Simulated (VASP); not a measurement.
Runs of VASP 6.6.1 on NbH2. The structure is that of space group R-3m (No. 166), or close to it. The cells are those of the table. 

| cell | gap on the mesh (eV) | pressure (GPa) | largest force (eV/Å) |
| --- | --- | --- | --- |
| a = 3.356 Å, angles 52.2°, 3 atoms | none | 20.2 | 0.93 |
| a = 2.994 Å, angles 65.4°, 3 atoms | none | 22.9 | 1.30 |
| a = 3.387 Å, angles 52.2°, 3 atoms | none | (b) | 0.82 |
| a = 2.975 Å, angles 68.1°, 3 atoms | none | 20.6 | 2.15 |
| a = 3.022 Å, angles 65.4°, 3 atoms | none | (a) | 1.20 |
| a = 3.276 Å, angles 54.7°, 3 atoms | none | 15.4 | 0.69 |

Alike in all rows: task single point; level PBEsol; potentials or basis VASP PAW PBE potentials, release 64 (Nb_sv, H); no spin polarisation; k mesh 16 × 16 × 16; cutoff (eV) 520; smearing gaussian 0.15 eV.

Task: Fill in the values left out.

Result: (a) 15.5; (b) 13.5.

Caveats: the cell stands under pressure; the PAW data sets were made with another functional, which shifts forces and pressure a little.

A k mesh can miss the band edges, and the runs leave out spin-orbit coupling on Nb.

A gap of «none» marks levels without a gap at the run's occupations.
